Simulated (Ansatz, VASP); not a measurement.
One calculation of SiC5, two programs

File INCAR:

```
SYSTEM = SiC5
ALGO = Normal
EDIFF = 1E-6
ENCUT = 520
GGA = PE
ISIF = 2
ISMEAR = 0
LASPH = .True.
LCHARG = .False.
LREAL = .False.
LWAVE = .False.
NBANDS = 21
NELM = 80
PREC = Accurate
SIGMA = 0.1
```

The input KPOINTS:

```
k-points
0
Gamma
  6 6 4
  0 0 0
```

POSCAR

```
SiC5
1.0
    4.7384432200      0.0000000000      0.0000000000
   -2.3692216100      4.1036122000      0.0000000000
    0.0000000000      0.0000000000      4.0765093400
Si C
1 5
Direct
    0.0000000000      0.0000000000      0.0000000000
    0.0000000000      0.6666666700      0.0000000000
    0.6666666700      0.0000000000      0.0000000000
    0.3333333300      0.3333333300      0.0000000000
    0.3333333300      0.6666666700      0.0000000000
    0.6666666700      0.3333333300      0.0000000000
```

Input for Ansatz:

```yaml
crystal:
  lattice:
    - [4.73844322, 0.0, 0.0]
    - [-2.36922161, 4.1036122, 0.0]
    - [0.0, 0.0, 4.07650934]
  atoms:
    - { symbol: Si, position: [0.0, 0.0, 0.0] }
    - { symbol: C, position: [0.0, 0.66666667, 0.0] }
    - { symbol: C, position: [0.66666667, 0.0, 0.0] }
    - { symbol: C, position: [0.33333333, 0.33333333, 0.0] }
    - { symbol: C, position: [0.33333333, 0.66666667, 0.0] }
    - { symbol: C, position: [0.66666667, 0.33333333, 0.0] }
basis:
  ecutwfc: 420
kpoints:
  mp_grid: { grid: [6, 6, 4] }
hamiltonian:
  xc: pbe
scf:
  occupations: { method: gaussian, width: 0.1 }
  lower_state_search: "off"
output:
  forces: true
  stress: true
  eigenvalues: true
```

Alike in both runs: task single point; functional PBE; k mesh 6 × 6 × 4; occupations gaussian, width 0.1 eV; no spin polarisation.

```csv
,VASP,Ansatz
version,VASP 6.6.1,Ansatz 0.2.0
potentials or method,"VASP PAW PBE potentials, release 64 (Si, C), cutoff 520 eV","scalar-relativistic, plane waves, PAW"
valence electrons in the cell,24,24
```

```csv
,VASP,Ansatz,Ansatz less VASP
gap on the k mesh at the Fermi level (eV),none,none,-
pressure (GPa),3.1,3.0,-0.04
"traceless stress, the component that is largest in VASP (GPa)",-2.37,-2.28,+0.094
rms of the force components (eV/Å),5.003,5.018,+0.0144
```

Atom by atom the forces differ by 0.014 eV/Å (rms over components). A gap of «none» marks a metal or a gap that the smearing closes.

The k mesh is coarse, so the values compare programs but aren't converged.
